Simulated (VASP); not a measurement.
# Ni (P6_3/mmc) in VASP: a series of runs

Ni is run at these levels: PBE; tasks: single point.

Program: VASP 6.6.1. These are calculated values, not measurements. Logs are shortened: lines on timing, memory, paths and dates and some standing lists are left out, and cuts for length are marked.

**1. The cell of the first run**

It takes space group P6_3/mmc (No. 194, hexagonal). The conventional cell has a = 2.448 Å, b = 2.448 Å, c = 4.073 Å, α = 90.00°, β = 90.00°, γ = 120.00°. Ni (site symmetry -6m2) has 12 Ni at 2.45 to 2.48 Å within 3.2 Å.

**2. Single point, PBE, collinear spin, ferromagnetic start**

Input file INCAR:

```
PREC = Accurate
ENCUT = 600
EDIFF = 1E-6
ISMEAR = -1
SIGMA = 0.05
LREAL = F
LASPH = T
NELM = 200
ALGO = Normal
ISIF = 2
LWAVE = F
LCHARG = F
ISPIN = 2
MAGMOM = 0.5 0.5
LORBIT = 11
NUPDOWN = 1.0
LMAXMIX = 4
GGA = PE
NBANDS = 21
GGA_COMPAT = F
```

Input file KPOINTS:

```
regular mesh
0
Gamma
  12 12 7
```

Input file POSCAR:

```
Ni
1.0
    2.4480228978      0.0000000000      0.0000000000
   -1.2240114489      2.1200500186      0.0000000000
    0.0000000000      0.0000000000      4.0728075700
Ni
2
Direct
    0.6666666667      0.3333333333      0.7500000000
    0.3333333333      0.6666666667      0.2500000000
```

Potentials or basis: VASP PAW PBE potentials, release 64 (Ni).

Started as:

```sh
> cat potpaw_PBE.64/Ni/POTCAR > POTCAR
> mpirun -np 1 vasp_std > vasp.out
```

OUTCAR:

```text
PREC = Accurate
   ENCUT = 600
   EDIFF = 1E-6
   ISMEAR = -1
   LREAL = F
   LASPH = T
   NELM = 200
   ISIF = 2
   ISPIN = 2
   LORBIT = 11
   NUPDOWN = 1.0
   GGA = PE

 ion  position               nearest neighbor table
   1  0.667  0.333  0.750-   2 2.48   2 2.48   2 2.48   2 2.48   2 2.48   2 2.48
   2  0.333  0.667  0.250-   1 2.48   1 2.48   1 2.48   1 2.48   1 2.48   1 2.48

  LATTYP: Found a hexagonal cell.
 ALAT       =     2.4480228978
 C/A-ratio  =     1.6637130207

  Lattice vectors:

 A1 = (   2.4480228978,   0.0000000000,   0.0000000000)
 A2 = (  -1.2240114489,   2.1200500186,   0.0000000000)
 A3 = (   0.0000000000,   0.0000000000,   4.0728075700)

Analysis of symmetry for initial positions (statically):
=====================================================================
 Subroutine PRICEL returns:
 Original cell was already a primitive cell.

 Routine SETGRP: Setting up the symmetry group for a
 hexagonal supercell.

 Subroutine GETGRP returns: Found 24 space group operations
 (whereof 12 operations were pure point group operations)
 out of a pool of 24 trial point group operations.

The static configuration has the point symmetry D_3d.
 The point group associated with its full space group is D_6h.

Analysis of symmetry for dynamics (positions and initial velocities):
=====================================================================
 Subroutine PRICEL returns:
 Original cell was already a primitive cell.

 Routine SETGRP: Setting up the symmetry group for a
 hexagonal supercell.

 Subroutine GETGRP returns: Found 24 space group operations
 (whereof 12 operations were pure point group operations)
 out of a pool of 24 trial point group operations.

The dynamic configuration has the point symmetry D_3d.
 The point group associated with its full space group is D_6h.

Analysis of structural, dynamic, and magnetic symmetry:
=====================================================================
 Subroutine PRICEL returns:
 Original cell was already a primitive cell.

 Routine SETGRP: Setting up the symmetry group for a
 hexagonal supercell.

 Subroutine GETGRP returns: Found 24 space group operations
 (whereof 12 operations were pure point group operations)
 out of a pool of 24 trial point group operations.

The overall configuration has the point symmetry D_3d.
 The point group associated with its full space group is D_6h.

 Subroutine INISYM returns: Found 24 space group operations
 (whereof 12 operations are pure point group operations),
 and found     1 'primitive' translations

----------------------------------------------------------------------------------------

                                     Primitive cell

  volume of cell :      21.1376

  direct lattice vectors                    reciprocal lattice vectors
     2.448022898  0.000000000  0.000000000     0.408492911  0.235843492  0.000000000
    -1.224011449  2.120050019  0.000000000     0.000000000  0.471686984  0.000000000
     0.000000000  0.000000000  4.072807570     0.000000000  0.000000000  0.245530873

  length of vectors
     2.448022898  2.448022898  4.072807570     0.471686984  0.471686984  0.245530873

  position of ions in fractional coordinates (direct lattice)
     0.666666667  0.333333333  0.750000000
     0.333333333  0.666666667  0.250000000

  ion indices of the primitive-cell ions
   primitive index   ion index
                 1           1
                 2           2

----------------------------------------------------------------------------------------

 KPOINTS: regular mesh

Automatic generation of k-mesh.
 Grid dimensions read from file:
 generate k-points for:   12   12    7

 Generating k-lattice:

  Cartesian coordinates                     Fractional coordinates (reciprocal lattice)
     0.034041076  0.019653624  0.000000000     0.083333333 -0.000000000  0.000000000
     0.000000000  0.039307249  0.000000000     0.000000000  0.083333333  0.000000000
     0.000000000  0.000000000  0.035075839     0.000000000  0.000000000  0.142857143

  Length of vectors
     0.039307249  0.039307249  0.035075839

  Shift w.r.t. Gamma in fractional coordinates (k-lattice)
     0.000000000  0.000000000  0.000000000

 Subroutine IBZKPT returns following result:
 ===========================================

 Found     76 irreducible k-points:

 Following reciprocal coordinates:
            Coordinates               Weight
  0.000000  0.000000  0.000000      1.000000
  0.083333  0.000000  0.000000      6.000000
  0.166667 -0.000000  0.000000      6.000000
  0.250000 -0.000000  0.000000      6.000000
  0.333333  0.000000  0.000000      6.000000
  0.416667 -0.000000  0.000000      6.000000
[... 16 lines left out ...]
  0.250000 -0.000000  0.142857     12.000000
  0.333333  0.000000  0.142857     12.000000
 [... further k-points ...]
   k-points           NKPTS =     76   k-points in BZ     NKDIM =     76   number of bands    NBANDS=     21
   number of dos      NEDOS =    301   number of ions     NIONS =      2
   total plane-waves  NPLWV =  14400
   dimension x,y,z NGX =    20 NGY =   20 NGZ =   36
   dimension x,y,z NGXF=    40 NGYF=   40 NGZF=   72
   ions per type =               2
   NGX,Y,Z   is equivalent  to a cutoff of  13.58, 13.58, 14.69 a.u.
   NGXF,Y,Z  is equivalent  to a cutoff of  27.16, 27.16, 29.39 a.u.
 SYSTEM =  unknown system
   PREC   = accura    normal or accurate (medium, high low for compatibility)
   ISTART =      0    job   : 0-new  1-cont  2-samecut
   ICHARG =      2    charge: 1-file 2-atom 10-const
   ISPIN  =      2    spin polarized calculation?
   LNONCOLLINEAR =      F non collinear calculations
   LSORBIT =      F    spin-orbit coupling
   LASPH  =      T    aspherical Exc in radial PAW
   ENCUT  =  600.0 eV  44.10 Ry    6.64 a.u.   4.89  4.89  8.13*2*pi/ulx,y,z
   NELM   =    200;   NELMIN=  2; NELMDL= -5     # of ELM steps
   EDIFF  = 0.1E-05   stopping-criterion for ELM
   LREAL  =      F    real-space projection
   EDIFFG = 0.1E-04   stopping-criterion for IOM
   NSW    =      0    number of steps for IOM
   IBRION =     -1    ionic relax: 0-MD 1-quasi-New 2-CG
   NFREE  =      0    steps in history (QN), initial steepest desc. (CG)
   ISIF   =      2    stress and relaxation
   ISYM   =      2    0-nonsym 1-usesym 2-fastsym
   POTIM  = 0.5000    time-step for ionic-motion
   TEBEG  =    0.0;   TEEND  =   0.0 temperature during run
   PSTRESS=    0.0 pullay stress
   NELECT =      20.0000    total number of electrons
   NUPDOWN=       1.0000    fix difference up-down
   EMIN   =  10.00;   EMAX   =-10.00  energy-range for DOS
   EFERMI =   0.00;   METHOD = LEGACY
   ISMEAR =    -1;   SIGMA  =   0.05  broadening in eV -4-tet -1-fermi 0-gaus
   EFERMI_NEDOS =   21; number of points for ismear=-14 and -15
   IALGO  =     38    algorithm
   IMIX   =      4    mixing-type and parameters
     AMIX     =   0.40;   BMIX     =  1.00
     AMIX_MAG =   1.60;   BMIX_MAG =  1.00
  volume/ion in A,a.u.               =      10.57        71.32
  Fermi-wavevector in a.u.,A,eV,Ry     =   1.607187  3.037143 35.144518  2.583049
  Thomas-Fermi vector in A             =   2.703255
   LORBIT       =     11    0 simple, 1 ext, 2 COOP (PROOUT), +10 PAW based schemes
   GGA     = PE    functional components
   LHFCALC =     F    Hartree Fock is set to
   AEXX    =    0.0000 exact exchange contribution
   IVDW    =     0    specifies the selected vdW correction
   LEPSILON=     F    determine dielectric tensor
   LRPA    =     F    only Hartree local field effects (RPA)
 spin polarized calculation
  energy-cutoff  :      600.00
  volume of cell :       21.14
 maximum number of plane-waves:       722
 NGX is ok and might be reduce to    20
   NGX =  9   NGY =  9   NGZ = 17

 number of electron      20.0000004 magnetization       1.0000000

 Free energy of the ion-electron system (eV)
  ---------------------------------------------------
  ext. energy  EPLUGINS =         0.00000000
  ---------------------------------------------------
  free energy    TOTEN  =       -10.87381266 eV

  energy without entropy =      -10.83733609  energy(sigma->0) =      -10.85557437

 E-fermi :   9.7941     XC(G=0): -13.4238

 val. band max:        9.7911524719   @ k =   0.5000  -0.0000   0.1429
 cond. band min:       9.6813052508   @ k =   0.1667   0.0833   0.4286
 fundamental gap:     -0.1098472211
 Fermi energy:         9.6250687487

 spin component 1

 k-point     1 :       0.0000    0.0000    0.0000
  band No.  band energies     occupation
      1       0.5834      1.00000
      2       4.8390      1.00000
      3       7.3171      1.00000
      4       7.4706      1.00000
      5       7.4706      1.00000
      6       7.7362      1.00000
[... 13 lines left out ...]
     20      36.5695      0.00000
     21      40.4902      0.00000

 k-point     2 :       0.0833    0.0000    0.0000
  band No.  band energies     occupation
      1       0.8329      1.00000
      2       4.9959      1.00000
      3       7.2057      1.00000
      4       7.5507      1.00000
      5       7.5806      1.00000
      6       7.6826      1.00000
[... 13 lines left out ...]
     20      39.0439      0.00000
     21      39.5568      0.00000

 k-point     3 :       0.1667   -0.0000    0.0000
  band No.  band energies     occupation
      1       1.5588      1.00000
      2       5.3905      1.00000
      3       6.9745      1.00000
      4       7.1709      1.00000
      5       7.4847      1.00000
      6       7.8270      1.00000
[... 13 lines left out ...]
     20      38.7752      0.00000
     21      39.1528      0.00000
[... 457 lines left out ...]
 k-point    23 :       0.2500   -0.0000    0.1429
  band No.  band energies     occupation
      1       2.8374      1.00000
      2       5.7246      1.00000
      3       6.3897      1.00000
      4       6.8631      1.00000
      5       7.2777      1.00000
      6       7.8310      1.00000
[... 13 lines left out ...]
     20      36.2951      0.00000
     21      37.2525      0.00000

 k-point    24 :       0.3333    0.0000    0.1429
  band No.  band energies     occupation
      1       4.0516      1.00000
      2       5.6862      1.00000
      3       6.0460      1.00000
      4       6.8041      1.00000
      5       7.4390      1.00000
      6       7.7110      1.00000
[... 13 lines left out ...]
     20      34.9056      0.00000
     21      37.9836      0.00000

 [... further k-points ...]

 spin component 2

 k-point     1 :       0.0000    0.0000    0.0000
  band No.  band energies     occupation
      1       0.5431      1.00000
      2       5.1586      1.00000
      3       7.9023      1.00000
      4       8.0177      1.00000
      5       8.0177      1.00000
      6       8.2986      1.00000
[... 13 lines left out ...]
     20      36.6217      0.00000
     21      40.5423      0.00000

 k-point     2 :       0.0833    0.0000    0.0000
  band No.  band energies     occupation
      1       0.7929      1.00000
      2       5.3242      1.00000
      3       7.7580      1.00000
      4       8.1235      1.00000
      5       8.1315      1.00000
      6       8.2412      1.00000
[... 13 lines left out ...]
     20      39.0947      0.00000
     21      39.6065      0.00000

 k-point     3 :       0.1667   -0.0000    0.0000
  band No.  band energies     occupation
      1       1.5213      1.00000
      2       5.7463      1.00000
      3       7.4746      1.00000
      4       7.4931      1.00000
      5       8.0307      1.00000
      6       8.4139      1.00000
[... 13 lines left out ...]
     20      38.7737      0.00000
     21      39.2037      0.00000
[... 457 lines left out ...]
 k-point    23 :       0.2500   -0.0000    0.1429
  band No.  band energies     occupation
      1       2.8161      1.00000
      2       6.0794      1.00000
      3       6.7344      1.00000
      4       7.3291      1.00000
      5       7.8100      1.00000
      6       8.3125      1.00000
[... 13 lines left out ...]
     20      36.3517      0.00000
     21      37.2919      0.00000

 k-point    24 :       0.3333    0.0000    0.1429
  band No.  band energies     occupation
      1       4.0963      1.00000
      2       6.0734      1.00000
      3       6.4102      1.00000
      4       7.2351      1.00000
      5       7.9542      1.00000
      6       8.2129      1.00000
[... 13 lines left out ...]
     20      34.9650      0.00000
     21      38.0132      0.00000

 [... further k-points ...]
[... 5 lines left out ...]
  --------------------------------------------------------------------------------------
  -------------------------------------------------------------------------------------
  Total        0.9489428      0.9489428      0.6055424     -0.0000000     -0.0000000      0.0000000
  in kB       71.9275320     71.9275320     45.8986253     -0.0000000     -0.0000000      0.0000000
  external PRESSURE =      63.2512298 kB  Pullay stress =       0.0000000 kB

 VOLUME and BASIS-vectors are now :
 -----------------------------------------------------------------------------
  energy-cutoff  :      600.00
  volume of cell :       21.14
      direct lattice vectors                 reciprocal lattice vectors
     2.448022898  0.000000000  0.000000000     0.408492911  0.235843492  0.000000000
    -1.224011449  2.120050019  0.000000000     0.000000000  0.471686984  0.000000000
     0.000000000  0.000000000  4.072807570     0.000000000  0.000000000  0.245530873

 POSITION                                       TOTAL-FORCE (eV/Angst)
 -----------------------------------------------------------------------------------
      1.22401      0.70668      3.05461        -0.000000      0.000000      0.000000
     -0.00000      1.41337      1.01820         0.000000     -0.000000      0.000000
 -----------------------------------------------------------------------------------
    total drift:                               -0.000000      0.000000     -0.000000

  FREE ENERGIE OF THE ION-ELECTRON SYSTEM (eV)
  ---------------------------------------------------
  free  energy   TOTEN  =       -10.8738126562 eV

  energy  without entropy=      -10.8373360882  energy(sigma->0) =      -10.85557437

 total charge

# of ion       s       p       d       tot
------------------------------------------
    1        0.506   0.520   8.339   9.366
    2        0.506   0.520   8.339   9.366
--------------------------------------------------
tot          1.013   1.040  16.678  18.731

 magnetization (x)

# of ion       s       p       d       tot
------------------------------------------
    1       -0.007  -0.025   0.541   0.510
    2       -0.007  -0.025   0.541   0.510
--------------------------------------------------
tot         -0.014  -0.050   1.083   1.019
```

It took 65 s on 1 thread of Intel Xeon 6975P-C, shared host; peak memory 0.19 GiB.

Results:

```yaml
Free_energy: -10.8738 eV
Pressure: 6.3 GPa
Net_moment: 1.00 μB per cell
Site_moments: Ni +0.51 μB
Valence_electrons_inside_the_program's_atomic_spheres: Ni 9.37
```

Stress tensor (GPa, compression positive):
```
7.19 0.00 0.00
0.00 7.19 0.00
0.00 0.00 4.59
```

Caveat: the total moment is fixed, so each spin has its own Fermi level.

**3. Single point, PBE, collinear spin, ferromagnetic start**

Input file INCAR:

```
PREC = Accurate ; ENCUT = 600
EDIFF = 1E-6 ; ISMEAR = -1
SIGMA = 0.05 ; LREAL = F
LASPH = T ; NELM = 200
ALGO = Normal ; ISIF = 2
LWAVE = F ; LCHARG = T
ISPIN = 2 ; MAGMOM = 0.75 0.75
LORBIT = 11 ; NUPDOWN = 1.5
LMAXMIX = 4 ; GGA = PE
LELF = T ; LVHAR = T
NBANDS = 21 ; GGA_COMPAT = F
```

KPOINTS is that of step 2.

POSCAR is that of step 2.

Potentials or basis: VASP PAW PBE potentials, release 64 (Ni).

Started as:

```sh
> cat potpaw_PBE.64/Ni/POTCAR > POTCAR
> mpirun -np 1 vasp_std > vasp.out
```

Wall time 67 s (1 thread of Intel Xeon 6975P-C, shared host); peak memory 0.19 GiB.

The run converged. Its results:

| Quantity | Value |
| --- | --- |
| Free energy | -10.8710 eV |
| Pressure | 7.7 GPa |
| Net moment | 1.50 μB per cell |
| Site moments | Ni +0.76 μB |
| Valence electrons inside the program's atomic spheres | Ni 9.36 |

Stress tensor (GPa, compression positive):
```
8.99 0.00 0.00
0.00 8.99 0.00
0.00 0.00 5.15
```

Caveat: the total moment is fixed, so each spin has its own Fermi level.

**4. Single point, PBE, collinear spin, ferromagnetic start**

Input file INCAR:

```
SYSTEM = Ni
ALGO = Normal
EDIFF = 1E-6
ENCUT = 600
GGA = PE
GGA_COMPAT = .FALSE.
ISIF = 2
ISMEAR = -1
ISPIN = 2
LASPH = .TRUE.
LCHARG = .FALSE.
LMAXMIX = 4
LORBIT = 11
LREAL = .FALSE.
LWAVE = .FALSE.
MAGMOM = 1 1
NBANDS = 21
NELM = 200
NUPDOWN = 2.0
PREC = Accurate
SIGMA = 0.05
```

Input file KPOINTS:

```
k-points
0
G
  12 12 7
  0 0 0
```

POSCAR is that of step 3.

Started as:

```sh
> cat potpaw_PBE.64/Ni/POTCAR > POTCAR
> mpirun -np 1 vasp_std > vasp.out
```

Wall time 62 s (1 thread of Intel Xeon 6975P-C, shared host); peak memory 0.19 GiB.

The run converged. Its results:

```yaml
Free_energy: -10.6813 eV
Pressure: 10.3 GPa
Net_moment: 2.00 μB per cell
Site_moments: Ni +0.99 μB
Valence_electrons_inside_the_program's_atomic_spheres: Ni 9.35
```

Stress tensor (GPa, compression positive):
```
12.58  0.00  0.00
 0.00 12.58  0.00
 0.00  0.00  5.72
```

Caveat: the total moment is fixed, so each spin has its own Fermi level.

**5. Single point, PBE, collinear spin, ferromagnetic start**

Input file INCAR:

```
SYSTEM = Ni
PREC = Accurate
ENCUT = 600
EDIFF = 1E-6
ISMEAR = -1
SIGMA = 0.05
LREAL = .FALSE.
LASPH = .TRUE.
NELM = 200
ALGO = Normal
ISIF = 2
LWAVE = .FALSE.
LCHARG = .FALSE.
ISPIN = 2
MAGMOM = 1.2 1.2
LORBIT = 11
NUPDOWN = 2.4
LMAXMIX = 4
GGA = PE
NBANDS = 21
GGA_COMPAT = .FALSE.
```

Input file KPOINTS:

```
Automatic mesh
0
G
  12 12 7
  0 0 0
```

POSCAR is that of step 4.

Started as:

```sh
> cat potpaw_PBE.64/Ni/POTCAR > POTCAR
> mpirun -np 1 vasp_std > vasp.out
```

Wall time 60 s (1 thread of Intel Xeon 6975P-C, shared host); peak memory 0.19 GiB.

The run converged. Its results:

- Free energy: -10.4114 eV
- Pressure: 13.0 GPa
- Net moment: 2.40 μB per cell
- Site moments: Ni +1.17 μB
- Valence electrons inside the program's atomic spheres: Ni 9.34

Stress tensor (GPa, compression positive):
```
15.62  0.00  0.00
 0.00 15.62  0.00
 0.00  0.00  7.67
```

Caveat: the total moment is fixed, so each spin has its own Fermi level.

**6. Single point, PBE, collinear spin, ferromagnetic start**

Input file INCAR:

```
PREC = Accurate ; ENCUT = 590
EDIFF = 1E-6 ; ISMEAR = -1
SIGMA = 0.05 ; LREAL = F
LASPH = T ; NELM = 200
ALGO = Normal ; ISIF = 2
LWAVE = F ; LCHARG = F
ISPIN = 2 ; MAGMOM = 0.25 0.25
LORBIT = 11 ; NUPDOWN = 0.5
LMAXMIX = 4 ; GGA = PE
NBANDS = 29 ; GGA_COMPAT = F
```

Input file KPOINTS:

```
regular mesh
0
Gamma
  10 10 6
```

POSCAR is that of step 5.

Potentials or basis: VASP PAW PBE potentials, release 64 (Ni_sv_GW).

Started as:

```sh
> cat potpaw_PBE.64/Ni_sv_GW/POTCAR > POTCAR
> mpirun -np 1 vasp_std > vasp.out
```

Run time: 44 s. Hardware: 1 thread of Intel Xeon 6975P-C (Granite Rapids), shared host; peak memory 0.19 GiB.

Results (log left out):

```yaml
Free_energy: -12.7042 eV
Pressure: 2.1 GPa
Net_moment: 0.50 μB per cell
Site_moments: Ni +0.27 μB
Valence_electrons_inside_the_program's_atomic_spheres: Ni 16.39
```

Stress tensor (GPa, compression positive):
```
2.84 0.00 0.00
0.00 2.84 0.00
0.00 0.00 0.75
```

Caveat: the total moment is fixed, so each spin has its own Fermi level.

**7. Overview**

```tsv
potentials or basis	fixed moment (μB)	k mesh	cutoff (eV)	second run	pressure (GPa)	moment (μB)
VASP PAW PBE potentials, release 64 (Ni)	1.0	12 × 12 × 7	600	-	6.3	1.00
VASP PAW PBE potentials, release 64 (Ni)	1.5	12 × 12 × 7	600	-	7.7	1.50
VASP PAW PBE potentials, release 64 (Ni)	2.0	12 × 12 × 7	600	-	10.3	2.00
VASP PAW PBE potentials, release 64 (Ni)	2.4	12 × 12 × 7	600	-	13.0	2.40
VASP PAW PBE potentials, release 64 (Ni_sv_GW)	0.5	10 × 10 × 6	590	valence_matched	2.1	0.50
```

Alike in all rows: task single point; level PBE; spin collinear, ferromagnetic start; cell as given; smearing fermi-dirac 0.05 eV.

Caveats: the total moment is fixed, so each spin has its own Fermi level.

Total energies depend on the potentials used, so only differences within one code and one set of settings carry meaning.
